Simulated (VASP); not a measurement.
# In2GeS2 (P3m1) in VASP: notebook

The runs below take In2GeS2 through relaxation of cell and atoms, single point, with PBE.

All numbers are computed with VASP 6.6.1; they aren't measurements. Logs are shortened: lines on timing, memory, paths and dates and some standing lists are left out, and cuts for length are marked.

## (1) The cell of the first run

It takes space group P3m1 (No. 156, trigonal). Conventional cell: a = 3.813 Å, b = 3.813 Å, c = 10.037 Å, α = 90.00°, β = 90.00°, γ = 120.00°. In (site symmetry 3m) has 6 S at 3.01 to 3.48 Å and 7 In at 3.68 to 3.81 Å within 4.0 Å. In (site symmetry 3m) has 3 S at 2.74 Å and 3 Ge at 3.27 Å and 7 In at 3.68 to 3.81 Å within 3.9 Å. Within 3.3 Å of Ge (site symmetry 3m) lie 3 S at 2.53 Å and 3 In at 3.27 Å. Within 3.6 Å of S (site symmetry 3m) lie 6 In at 2.74 to 3.01 Å. Within 3.3 Å of S (site symmetry 3m) lie 3 Ge at 2.53 Å.

## (2) Relaxation of cell and atoms, PBE

Input file INCAR:

```
SYSTEM = In2GeS2
  PREC = Accurate
  ENCUT = 600
  EDIFF = 1E-6
  ISMEAR = 0
  SIGMA = 0.1
  LREAL = .False.
  LASPH = .True.
  NELM = 60
  ALGO = Normal
  ISIF = 3
  LWAVE = .False.
  LCHARG = .False.
  GGA = PE
  IBRION = 2
  NSW = 100
  EDIFFG = -0.01
```

Input file KPOINTS:

```
regular mesh
0
Gamma
  12 12 4
  0 0 0
```

Input file POSCAR:

```
In2GeS2
1.0
    3.8132053541      0.0000000000      0.0000000000
   -1.9066026771      3.3023327065      0.0000000000
    0.0000000000      0.0000000000     10.0370153022
In Ge S
2 1 2
Direct
    0.6666666667      0.3333333333      0.8178321204
    0.6666666667      0.3333333333      0.1846496138
    0.0000000000      0.0000000000      0.4255452695
    0.0000000000      0.0000000000      0.0228206782
    0.3333333333      0.6666666667      0.5491523182
```

Potentials or basis: VASP PAW PBE potentials, release 64 (In_d, Ge_d, S).

The run is started by

```bash
$ cat potpaw_PBE.64/In_d/POTCAR potpaw_PBE.64/Ge_d/POTCAR potpaw_PBE.64/S/POTCAR > POTCAR
$ mpirun -np 1 vasp_std > vasp.out
```

OUTCAR:

```text
SYSTEM = In2GeS2
   PREC = Accurate
   ENCUT = 600
   EDIFF = 1E-6
   ISMEAR = 0
   LREAL = .False.
   LASPH = .True.
   NELM = 60
   ISIF = 3
   GGA = PE
   IBRION = 2
   NSW = 100
   EDIFFG = -0.01

 ion  position               nearest neighbor table
   1  0.667  0.333  0.818-   4 3.01   4 3.01   4 3.01   2 3.68
   2  0.667  0.333  0.185-   4 2.74   4 2.74   4 2.74   3 3.27   3 3.27   3 3.27   1 3.68
   3  0.000  0.000  0.426-   5 2.53   5 2.53   5 2.53   2 3.27   2 3.27   2 3.27
   4  0.000  0.000  0.023-   2 2.74   2 2.74   2 2.74   1 3.01   1 3.01   1 3.01
   5  0.333  0.667  0.549-   3 2.53   3 2.53   3 2.53

  LATTYP: Found a hexagonal cell.
 ALAT       =     3.8132053541
 C/A-ratio  =     2.6321727707

  Lattice vectors:

 A1 = (   3.8132053541,   0.0000000000,   0.0000000000)
 A2 = (  -1.9066026771,   3.3023327065,   0.0000000000)
 A3 = (   0.0000000000,   0.0000000000,  10.0370153022)

Analysis of symmetry for initial positions (statically):
=====================================================================
 Subroutine PRICEL returns:
 Original cell was already a primitive cell.

 Routine SETGRP: Setting up the symmetry group for a
 hexagonal supercell.

 Subroutine GETGRP returns: Found  6 space group operations
 (whereof  6 operations were pure point group operations)
 out of a pool of 24 trial point group operations.

The static configuration has the point symmetry C_3v.

Analysis of symmetry for dynamics (positions and initial velocities):
=====================================================================
 Subroutine PRICEL returns:
 Original cell was already a primitive cell.

 Routine SETGRP: Setting up the symmetry group for a
 hexagonal supercell.

 Subroutine GETGRP returns: Found  6 space group operations
 (whereof  6 operations were pure point group operations)
 out of a pool of 24 trial point group operations.

The dynamic configuration has the point symmetry C_3v.

 Subroutine INISYM returns: Found  6 space group operations
 (whereof  6 operations are pure point group operations),
 and found     1 'primitive' translations

----------------------------------------------------------------------------------------

                                     Primitive cell

  volume of cell :     126.3908

  direct lattice vectors                    reciprocal lattice vectors
     3.813205354  0.000000000  0.000000000     0.262246563  0.151408124  0.000000000
    -1.906602677  3.302332707  0.000000000     0.000000000  0.302816248  0.000000000
     0.000000000  0.000000000 10.037015302     0.000000000  0.000000000  0.099631212

  length of vectors
     3.813205354  3.813205354 10.037015302     0.302816248  0.302816248  0.099631212

  position of ions in fractional coordinates (direct lattice)
     0.666666667  0.333333333  0.817832120
     0.666666667  0.333333333  0.184649614
     0.000000000  0.000000000  0.425545269
     0.000000000  0.000000000  0.022820678
     0.333333333  0.666666667  0.549152318

  ion indices of the primitive-cell ions
   primitive index   ion index
                 1           1
                 2           2
                 3           3
                 4           4
                 5           5

----------------------------------------------------------------------------------------

 KPOINTS: regular mesh

Automatic generation of k-mesh.
 Grid dimensions read from file:
 generate k-points for:   12   12    4

 Generating k-lattice:

  Cartesian coordinates                     Fractional coordinates (reciprocal lattice)
     0.021853880  0.012617344  0.000000000     0.083333333  0.000000000  0.000000000
     0.000000000  0.025234687  0.000000000     0.000000000  0.083333333  0.000000000
     0.000000000  0.000000000  0.024907803     0.000000000  0.000000000  0.250000000

  Length of vectors
     0.025234687  0.025234687  0.024907803

  Shift w.r.t. Gamma in fractional coordinates (k-lattice)
     0.000000000  0.000000000  0.000000000

 Subroutine IBZKPT returns following result:
 ===========================================

 Found     69 irreducible k-points:

 Following reciprocal coordinates:
            Coordinates               Weight
  0.000000  0.000000  0.000000      1.000000
  0.083333  0.000000  0.000000      6.000000
  0.166667  0.000000  0.000000      6.000000
  0.250000  0.000000  0.000000      6.000000
  0.333333  0.000000  0.000000      6.000000
  0.416667 -0.000000  0.000000      6.000000
[... 16 lines left out ...]
  0.166667  0.000000  0.250000      6.000000
  0.000000  0.166667  0.250000      6.000000
 [... further k-points ...]
   k-points           NKPTS =     69   k-points in BZ     NKDIM =     69   number of bands    NBANDS=     31
   number of dos      NEDOS =    301   number of ions     NIONS =      5
   total plane-waves  NPLWV =  72000
   dimension x,y,z NGX =    30 NGY =   30 NGZ =   80
   dimension x,y,z NGXF=    60 NGYF=   60 NGZF=  160
   ions per type =               2   1   2
   NGX,Y,Z   is equivalent  to a cutoff of  13.08, 13.08, 13.25 a.u.
   NGXF,Y,Z  is equivalent  to a cutoff of  26.16, 26.16, 26.50 a.u.
 SYSTEM =  In2GeS2
   PREC   = accura    normal or accurate (medium, high low for compatibility)
   ISTART =      0    job   : 0-new  1-cont  2-samecut
   ICHARG =      2    charge: 1-file 2-atom 10-const
   ISPIN  =      1    spin polarized calculation?
   LNONCOLLINEAR =      F non collinear calculations
   LSORBIT =      F    spin-orbit coupling
   LASPH  =      T    aspherical Exc in radial PAW
   ENCUT  =  600.0 eV  44.10 Ry    6.64 a.u.   7.62  7.62 20.05*2*pi/ulx,y,z
   NELM   =     60;   NELMIN=  2; NELMDL= -5     # of ELM steps
   EDIFF  = 0.1E-05   stopping-criterion for ELM
   LREAL  =      F    real-space projection
   EDIFFG = -.1E-01   stopping-criterion for IOM
   NSW    =    100    number of steps for IOM
   IBRION =      2    ionic relax: 0-MD 1-quasi-New 2-CG
   NFREE  =      1    steps in history (QN), initial steepest desc. (CG)
   ISIF   =      3    stress and relaxation
   ISYM   =      2    0-nonsym 1-usesym 2-fastsym
   POTIM  = 0.5000    time-step for ionic-motion
   TEBEG  =    0.0;   TEEND  =   0.0 temperature during run
   PSTRESS=    0.0 pullay stress
   NELECT =      52.0000    total number of electrons
   NUPDOWN=      -1.0000    fix difference up-down
   EMIN   =  10.00;   EMAX   =-10.00  energy-range for DOS
   EFERMI =   0.00;   METHOD = LEGACY
   ISMEAR =     0;   SIGMA  =   0.10  broadening in eV -4-tet -1-fermi 0-gaus
   EFERMI_NEDOS =   21; number of points for ismear=-14 and -15
   IALGO  =     38    algorithm
   IMIX   =      4    mixing-type and parameters
     AMIX     =   0.40;   BMIX     =  1.00
     AMIX_MAG =   1.60;   BMIX_MAG =  1.00
  volume/ion in A,a.u.               =      25.28       170.59
  Fermi-wavevector in a.u.,A,eV,Ry     =   1.217598  2.300927 20.171262  1.482546
  Thomas-Fermi vector in A             =   2.352913
   LORBIT       =      0    0 simple, 1 ext, 2 COOP (PROOUT), +10 PAW based schemes
   GGA     = PE    functional components
   LHFCALC =     F    Hartree Fock is set to
   AEXX    =    0.0000 exact exchange contribution
   IVDW    =     0    specifies the selected vdW correction
   LEPSILON=     F    determine dielectric tensor
   LRPA    =     F    only Hartree local field effects (RPA)
 conjugate gradient relaxation of ions
 non-spin polarized calculation
 Gauss-broadening in eV      SIGMA  =   0.10
  energy-cutoff  :      600.00
  volume of cell :      126.39
 maximum number of plane-waves:      4251
   NGX = 15   NGY = 15   NGZ = 41

--------------------------------------- Ionic step        1  -------------------------------------------

 number of electron      51.9999991 magnetization

 Free energy of the ion-electron system (eV)
  ---------------------------------------------------
  ext. energy  EPLUGINS =         0.00000000
  ---------------------------------------------------
  free energy    TOTEN  =       -19.10337502 eV

  energy without entropy =      -19.09858550  energy(sigma->0) =      -19.10098026

------------------------ aborting loop because EDIFF is reached ----------------------------------------

  FORCE on cell =-STRESS in cart. coord.  units (eV):
  Direction    XX          YY          ZZ          XY          YZ          ZX
  --------------------------------------------------------------------------------------
  -------------------------------------------------------------------------------------
  Total        0.1624300      0.1624300      0.1378914     -0.0000000      0.0000000      0.0000000
  in kB        2.0590228      2.0590228      1.7479632     -0.0000000      0.0000000      0.0000000
  external PRESSURE =       1.9553363 kB  Pullay stress =       0.0000000 kB
[... 219 lines left out ...]
  energy  without entropy=      -19.0998979128  energy(sigma->0) =      -19.10194251

--------------------------------------- Ionic step        7  -------------------------------------------

 number of electron      51.9999991 magnetization

 Free energy of the ion-electron system (eV)
  ---------------------------------------------------
  ext. energy  EPLUGINS =         0.00000000
  ---------------------------------------------------
  free energy    TOTEN  =       -19.10398525 eV

  energy without entropy =      -19.09983561  energy(sigma->0) =      -19.10191043

 E-fermi :   5.3497     XC(G=0):  -9.4677

 val. band max:        5.3049069512   @ k =   0.1667   0.0000   0.2500
 cond. band min:       5.3559874230   @ k =   0.4167   0.0833   0.0000
 fundamental gap:      0.0510804718
 Fermi energy:         5.3496614578

 k-point     1 :       0.0000    0.0000    0.0000
  band No.  band energies     occupation
      1     -19.6563      2.00000
      2     -19.6563      2.00000
      3     -19.6295      2.00000
      4     -19.6295      2.00000
      5     -19.6239      2.00000
      6      -9.2632      2.00000
[... 805 lines left out ...]
     30       8.8266      0.00000
     31       9.1595      0.00000

 [... further k-points ...]
[... 5 lines left out ...]
  --------------------------------------------------------------------------------------
  -------------------------------------------------------------------------------------
  Total       -0.0003156     -0.0003156     -0.0088813      0.0000000      0.0000000     -0.0000000
  in kB       -0.0039711     -0.0039711     -0.1117377      0.0000000      0.0000000     -0.0000000
  external PRESSURE =      -0.0398933 kB  Pullay stress =       0.0000000 kB
[... 20 lines left out ...]
  FREE ENERGIE OF THE ION-ELECTRON SYSTEM (eV)
  ---------------------------------------------------
  free  energy   TOTEN  =       -19.1039852523 eV

  energy  without entropy=      -19.0998356143  energy(sigma->0) =      -19.10191043

 reached required accuracy - stopping structural energy minimisation
```

Wall time 11 min (1 thread of AMD EPYC 9R45 (Zen 5), shared host); peak memory 0.46 GiB.

Results:

* Free energy: -19.1040 eV
* Relaxed volume: 25.47 Å³/atom
* Relaxed cell: a = 3.826 Å, b = 3.826 Å, c = 10.047 Å, α = 90.00°, β = 90.00°, γ = 120.00°
* Space group after relaxing (to 0.1 Å): P3m1 (No. 156)
* Energy gained by relaxing: 0.1 meV/atom
* Ionic steps: 7
* Pressure after relaxing: 0.0 GPa
* Largest force after relaxing: 0.009 eV/Å
* Band gap on the k mesh: zero (bands 26 and 27 overlap by 0.33 eV)

Forces in eV/Å, atoms in the order of the input:
```
In   0.000  0.000  0.008
In   0.000  0.000 -0.001
Ge   0.000  0.000  0.004
S    0.000  0.000 -0.009
S    0.000  0.000 -0.003
```

The path:
```csv
step,energy change (eV),largest force (eV/Å),pressure (GPa),volume (Å³)
1,0.0000,0.0140,0.20,126.39
2,-0.0004,0.0320,0.02,126.96
3,-0.0004,0.0354,0.00,127.03
4,-0.0005,0.0224,0.01,127.16
5,-0.0006,0.0126,0.00,127.43
6,-0.0006,0.0114,-0.01,127.41
7,-0.0006,0.0085,0.00,127.35
```

Final structure:
```
CELL_PARAMETERS angstrom
3.82560 0.00000 0.00000
-1.91280 3.31307 0.00000
0.00000 0.00000 10.04746
ATOMIC_POSITIONS crystal
In 0.66667 0.33333 0.81783
In 0.66667 0.33333 0.18455
Ge 0.00000 0.00000 0.42599
S 0.00000 0.00000 0.02283
S 0.33333 0.66667 0.54880
```

Caveat: spin-orbit coupling is left out, which moves the levels of the heavy elements.

[end of part 1 of 2]
